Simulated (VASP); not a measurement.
## Au: single point with LDA

Crystal: Au.

```
CELL_PARAMETERS angstrom
0.00000 2.02296 2.02296
2.02296 0.00000 2.02296
2.02296 2.02296 0.00000
ATOMIC_POSITIONS crystal
Au 0.00000 0.00000 0.00000
```

```json
{
 "Program": "VASP 6.6.1",
 "Task": "single point",
 "Functional": "LDA",
 "Potentials or basis": "VASP PAW LDA potentials, release 64 (Au)",
 "Cutoff": "520 eV",
 "k mesh": "13 × 13 × 13",
 "Occupations": "gaussian, width 0.01 eV",
 "Spin": "no spin polarisation",
 "Dipole correction": "no",
 "Further INCAR settings": "ALGO = Normal; EDIFF = 1e-07; NBANDS = 12"
}
```

- Pressure: 0.3 GPa

Levels at points of the mesh, in eV from the Fermi level:
| k point | band 3 | band 4 | band 5 | band 6 | band 7 | band 8 | band 9 | band 10 |
| --- | --- | --- | --- | --- | --- | --- | --- | --- |
| (0.00, 0.00, 0.00) | -4.92 | -4.92 | -3.30 | -3.30 | 14.40 | 18.52 | 18.52 | 18.52 |

It took 6.6 s on 1 thread of Intel(R) Xeon(R) Platinum 8488C (Sapphire Rapids), on a shared host, peak memory 0.14 GiB.

Caveat: spin-orbit coupling is left out, which moves the levels of the heavy elements.
